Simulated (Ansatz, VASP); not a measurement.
## Ti2O in VASP and in Ansatz

```xyz
6
Lattice="2.9932 0.0000 0.0000 -1.4966 2.5922 0.0000 0.0000 0.0000 10.4327" Properties=species:S:1:pos:R:3 pbc="T T T"
Ti    1.4966    0.8641    9.3750
Ti    0.0000    1.7281    4.1587
Ti    1.4966    0.8641    6.2740
Ti    0.0000    1.7281    1.0577
O     0.0000    0.0000    7.8245
O     0.0000    0.0000    2.6082
```

Alike in both runs: task single point; functional PBEsol; k mesh 6 × 6 × 2; occupations gaussian, width 0.1 eV; collinear spin.

|  | VASP | Ansatz |
| --- | --- | --- |
| version | VASP 6.6.1 | Ansatz 0.2.0 |
| potentials or method | VASP PAW PBE potentials, release 64 (Ti_sv, O), cutoff 520 eV | scalar-relativistic, plane waves, PAW |
| valence electrons in the cell | 60 | 60 |

Ansatz gave:

| Quantity | Value |
| --- | --- |
| gap on the k mesh at the Fermi level (eV) | none |
| pressure (GPa) | -17.8 |
| traceless stress, the component that is largest in VASP (GPa) | -5.42 |
| rms of the force components (eV/Å) | 0.953 |
| net moment per atom (μB) | 0.00 |

Task: Which values does VASP return?

Result: gap on the k mesh at the Fermi level (eV): none; pressure (GPa): -17.8; traceless stress, the component that is largest in VASP (GPa): -5.39; rms of the force components (eV/Å): 0.946; net moment per atom (μB): 0.00.

VASP's potentials were made for PBE, not for PBEsol. Atom by atom the forces differ by 0.007 eV/Å (rms over components). A gap of «none» marks a metal or a gap that the smearing closes. Ansatz's warnings: seeded moment not kept.

The k mesh is coarse, so the values compare programs but aren't converged.
